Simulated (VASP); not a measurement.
Input of a VASP 6.6.1 run:

INCAR

```
ALGO = Normal
EDIFF = 1E-6
ENCUT = 520
GGA = PE
ISIF = 2
ISMEAR = 1
IVDW = 12
LASPH = T
LCHARG = T
LELF = T
LREAL = F
LVHAR = T
LWAVE = F
NBANDS = 16
NELM = 80
PREC = Accurate
SIGMA = 0.05
```

KPOINTS

```
k-points
0
Gamma
  12 12 4
```

File POSCAR:

```
BN
1.0
    2.5061127838      0.0000000000      0.0000000000
   -1.2530563919      2.1703573356      0.0000000000
    0.0000000000      0.0000000000      6.5923998870
B N
2 2
Direct
   -0.1054008447      0.0196741796      0.5000000000
    0.4522429340      0.6736103848      0.0000000000
    0.1122021937     -0.0053584693      0.0000000000
    0.5440389963      0.3181492543      0.5000000000
```

Potentials or basis: VASP PAW PBE potentials, release 64 (B, N).

Run with:

```console
$ cat potpaw_PBE.64/B/POTCAR potpaw_PBE.64/N/POTCAR > POTCAR
$ mpirun -np 1 vasp_std > vasp.out
```

Q: What does it give for the largest force?

A: 2.792 eV/Å.

Q: Predict the dispersion energy per atom.

A: -0.142 eV.

Q: Predict the band gap on the k mesh.

A: 3.42 eV (least direct gap 3.77 eV).

Q: Estimate the pressure.

A: 1.3 GPa.

Stress tensor (GPa, compression positive):
```
 6.85  0.41  0.00
 0.41 -3.51  0.00
 0.00  0.00  0.57
```

Caveat: the cell differs from its parent crystal (atoms displaced along several vibrational modes); the stress differs along the axes, from -4 to 7 GPa; forces of over 1 eV/Å act on the atoms, so gaps and moduli don't describe the material at rest. A k mesh can miss the band edges.
